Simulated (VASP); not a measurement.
Input of a VASP 6.6.1 run:

INCAR

```
SYSTEM = TlHgBr3
ALGO = Normal ; EDIFF = 1E-6
ENCUT = 520 ; GGA = PE
ISIF = 2 ; ISMEAR = -1
LASPH = .TRUE. ; LCHARG = .FALSE.
LREAL = .FALSE. ; LWAVE = .FALSE.
NBANDS = 31 ; NELM = 100
PREC = Accurate ; SIGMA = 0.02
```

Contents of KPOINTS:

```
k-points
0
G
  4 4 4
  0 0 0
```

File POSCAR:

```
TlHgBr3
1.0
    5.5971655420      0.0000000000      0.0000000000
    0.0000000000      5.5971655420      0.0000000000
    0.0000000000      0.0000000000      5.5971655420
Tl Hg Br
1 1 3
Direct
    0.0000000000      0.0000000000      0.0000000000
    0.5000000000      0.5000000000      0.5000000000
    0.5000000000      0.5000000000      0.0000000000
    0.5000000000      0.0000000000      0.5000000000
    0.0000000000      0.5000000000      0.5000000000
```

Potentials or basis: VASP PAW PBE potentials, release 64 (Tl_d, Hg, Br).

Launch:

```sh
$ cat potpaw_PBE.64/Tl_d/POTCAR potpaw_PBE.64/Hg/POTCAR potpaw_PBE.64/Br/POTCAR > POTCAR
$ mpirun -np 1 vasp_std > vasp.out
```

Task: What does it give for the band gap on the k mesh?

Result: Zero (bands 23 and 24 overlap by 1.18 eV).

Task: Estimate the pressure.

Result: 0.1 GPa.

Caveat: spin-orbit coupling is left out, which moves the levels of the heavy elements.
